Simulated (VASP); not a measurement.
Wanted: the native input for a VASP 6.6.1 run.

- Task: single point
- Functional: LDA
- Potentials or basis: VASP PAW LDA potentials, release 64 (Zn, Se)
- Cutoff: 520 eV
- k mesh: 8 × 8 × 8
- Occupations: gaussian, width 0.01 eV
- Spin: no spin polarisation
- Dipole correction: no
- Further INCAR settings: ALGO = Normal; EDIFF = 1e-06; NBANDS = 16

The structure of ZnSe lies in POSCAR:

```
ZnSe
1.0
    0.0000000000      2.7379036462      2.7379036462
    2.7379036462      0.0000000000      2.7379036462
    2.7379036462      2.7379036462      0.0000000000
Zn Se
1 1
Direct
    0.0000000000      0.0000000000      0.0000000000
    0.7500000000      0.7500000000      0.7500000000
```

These files were run (other wordings do the same):

INCAR

```
ALGO = Normal
EDIFF = 1E-6
ENCUT = 520
ISIF = 2
ISMEAR = 0
LASPH = True
LCHARG = False
LREAL = False
LWAVE = False
NBANDS = 16
NELM = 100
PREC = Accurate
SIGMA = 0.01
```

KPOINTS

```
k-points
0
Gamma
  8 8 8
```

Potentials or basis: VASP PAW LDA potentials, release 64 (Zn, Se).

Command:

```sh
$ cat potpaw_LDA.64/Zn/POTCAR potpaw_LDA.64/Se/POTCAR > POTCAR
$ mpirun -np 1 vasp_std > vasp.out
```

It gave:

```json
{
  "Pressure": "4.4 GPa",
  "Band gap on the k mesh": "1.50 eV"
}
```

Caveat: the cell stands under pressure.

Run time: 26 s on 1 thread of Intel Xeon 8259CL, on a shared host, peak memory 0.15 GiB.
